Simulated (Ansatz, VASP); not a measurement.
## One calculation of Cu, two programs

```
Cu
1.0
    -1.41782    1.41782    1.33208
     1.41782   -1.41782    1.33208
     1.41782    1.41782   -1.33208
Cu
1
Direct
  0.00000 0.00000 0.00000
```

Alike in both runs: task single point; functional LDA; k mesh 24 × 24 × 24; occupations gaussian, width 0.15 eV; no spin polarisation.

|  | VASP | Ansatz |
| --- | --- | --- |
| version | VASP 6.6.1 | Ansatz 0.2.0 |
| potentials or method | VASP PAW LDA potentials, release 64 (Cu_sv_GW), cutoff 820 eV | scalar-relativistic, plane waves, PAW |
| valence electrons in the cell | 19 | 19 |

|  | VASP | Ansatz | Ansatz less VASP |
| --- | --- | --- | --- |
| gap on the k mesh at the Fermi level (eV) | none | none | - |
| pressure (GPa) | 3.4 | 3.9 | +0.58 |
| traceless stress, the component that is largest in VASP (GPa) | 0.14 | 0.13 | -0.011 |

Ansatz warns that its potentials were made for another functional, while VASP's fit it. LDA's correlation is that of Perdew and Zunger in VASP and of Perdew and Wang (1992) in Ansatz. A gap of «none» marks a metal or a gap that the smearing closes.
